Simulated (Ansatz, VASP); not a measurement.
**Ta4O: VASP beside Ansatz**

```
Ta O
1.0
     4.20792    0.00000    0.00000
     0.00000    4.20792    0.00000
     0.00000    0.00000    4.20792
Ta O
4 1
Direct
  0.50000 0.00000 0.00000
  0.00000 0.50000 0.00000
  0.00000 0.00000 0.50000
  0.50000 0.50000 0.50000
  0.00000 0.00000 0.00000
```

Change from the starting cell: species swapped into the Co4N type (Pm-3m, No. 221).

Alike in both runs: task single point; functional PBE; k mesh 4 × 4 × 4; occupations gaussian, width 0.1 eV; no spin polarisation.

|  | VASP | Ansatz |
| --- | --- | --- |
| version | VASP 6.6.1 | Ansatz 0.2.0 |
| potentials or method | VASP PAW PBE potentials, release 64 (Ta_pv, O), cutoff 520 eV | scalar-relativistic, plane waves, PAW |
| valence electrons in the cell | 50 | 58 |

|  | VASP | Ansatz | Ansatz less VASP |
| --- | --- | --- | --- |
| gap on the k mesh at the Fermi level (eV) | none | none | - |
| pressure (GPa) | 15.5 | 15.1 | -0.34 |

A gap of «none» marks a metal or a gap that the smearing closes. With one functional, cell and mesh, what is left measures potentials, basis and numerics. VASP's potentials hold 50 valence electrons a cell and Ansatz's 58, so a difference there can come from the potentials and not from the codes.

The k mesh is coarse, so the values compare programs but aren't converged. Neither program's run includes spin-orbit coupling.
